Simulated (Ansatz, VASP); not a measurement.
# CdTe: VASP beside Ansatz

```
Cd Te
1.0
     5.09998    0.00000    0.00000
     0.00000    5.09998    0.00000
     0.00000    0.00000   10.17195
Cd Te
4 4
Direct
  0.11138 0.50000 0.25000
  0.50000 0.88862 0.50000
  0.50000 0.11138 0.00000
  0.88862 0.50000 0.75000
  0.00000 0.61138 0.50000
  0.38862 0.00000 0.25000
  0.61138 0.00000 0.75000
  0.00000 0.38862 0.00000
```

Alike in both runs: task relaxation of cell and atoms; functional PBE; k mesh 4 × 4 × 2; occupations gaussian, width 0.1 eV; no spin polarisation.

|  | VASP | Ansatz |
| --- | --- | --- |
| version | VASP 6.6.1 | Ansatz 0.2.0 |
| potentials or method | VASP PAW PBE potentials, release 64 (Cd, Te), cutoff 600 eV | scalar-relativistic, plane waves, PAW |
| valence electrons in the cell | 72 | 144 |

VASP gave:

- gap on the k mesh at the Fermi level, each at its own relaxed structure (eV): 0.14
- relaxed volume (Å³/atom): 33.60
- relaxed length of the cell vector where the two differ most in proportion (Å): 4.838

Problem. What did Ansatz give for the same quantities?

Solution. gap on the k mesh at the Fermi level, each at its own relaxed structure (eV): 0.26; relaxed volume (Å³/atom): 33.81; relaxed length of the cell vector where the two differ most in proportion (Å): 4.867.

VASP's potentials hold 72 valence electrons a cell and Ansatz's 144, so a difference there can come from the potentials and not from the codes.

Neither program's run includes spin-orbit coupling.
